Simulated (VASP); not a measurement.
Write the native input for VASP 6.6.1 that does the following.

```
Task                   : single point
Functional             : PBE
Potentials or basis    : VASP PAW PBE potentials, release 64 (Sn_d, Te)
Cutoff                 : 520 eV
k mesh                 : 3 × 3 × 4
Occupations            : gaussian, width 0.1 eV
Spin                   : no spin polarisation
Dipole correction      : no
Further INCAR settings : ALGO = Normal; EDIFF = 1e-07; NBANDS = 31
```

The structure of SnTe5 lies in POSCAR:

```
SnTe5
1.0
    6.9106985133      0.0000000000      0.0000000000
   -3.4553492566      5.9848404704      0.0000000000
    0.0000000000      0.0000000000      4.5099617298
Sn Te
1 5
Direct
    0.0000000000      0.0000000000      0.0000000000
    0.3371649941      0.0000000000      0.5000000000
    0.6628350059      0.6628350059      0.5000000000
    0.0000000000      0.3371649941      0.5000000000
    0.3333333333      0.6666666667      0.0000000000
    0.6666666667      0.3333333333      0.0000000000
```

The cell was generated, and may not be a known phase.

These files were run (other wordings do the same):

INCAR

```
PREC = Accurate ; ENCUT = 520
EDIFF = 1E-7 ; ISMEAR = 0
SIGMA = 0.1 ; LREAL = False
LASPH = True ; NELM = 60
ALGO = Normal ; ISIF = 2
LWAVE = False ; LCHARG = False
GGA = PE ; NBANDS = 31
```

KPOINTS

```
Automatic mesh
0
Gamma
  3 3 4
```

Potentials or basis: VASP PAW PBE potentials, release 64 (Sn_d, Te).

Launch:

```console
$ cat potpaw_PBE.64/Sn_d/POTCAR potpaw_PBE.64/Te/POTCAR > POTCAR
$ mpirun -np 1 vasp_std > vasp.out
```

It gave:

```json
{"Pressure": "0.0 GPa", "Largest force": "0.003 eV/Å", "Band gap on the k mesh": "zero (bands 22 and 23 overlap by 0.66 eV)"}
```

Caveat: semilocal functionals underestimate gaps, and a narrow one can read as zero; spin-orbit coupling is left out, which moves the levels of the heavy elements.

Run time: 100 s on 1 thread of Intel Xeon 8259CL, on a shared host, peak memory 0.32 GiB.
